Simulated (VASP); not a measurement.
ZnS: single point with PBEsol

ZnS:

```
CELL_PARAMETERS angstrom
0.00000 2.62879 2.62879
2.62879 0.00000 2.62879
2.62879 2.62879 0.00000
ATOMIC_POSITIONS crystal
Zn 0.75000 0.75000 0.75000
S 0.00000 0.00000 0.00000
```

```yaml
Program: VASP 6.6.1
Task: single point
Functional: PBEsol
Potentials_or_basis: VASP PAW PBE potentials, release 64 (Zn, S)
Cutoff: 520 eV
k_mesh: 9 × 9 × 9
Occupations: fermi-dirac, width 0.05 eV
Spin: no spin polarisation
Dipole_correction: no
Further_INCAR_settings: ALGO = Normal; EDIFF = 1e-07; NBANDS = 16
```

```
Pressure               : 5.3 GPa
Band gap on the k mesh : 2.34 eV
```

Levels at points of the mesh, in eV from the valence-band top:
```csv
k point,band 6,band 7,band 8,band 9,band 10,band 11,band 12,band 13
"(0.00, 0.00, 0.00)",-6.14,0.00,0.00,0.00,2.34,6.24,6.24,6.24
```

Run time: 19 s on 1 thread of Intel Xeon 8259CL, on a shared host, peak memory 0.16 GiB.

Caveat: the cell stands under pressure; the PAW data sets were made with another functional, which shifts forces and pressure a little.
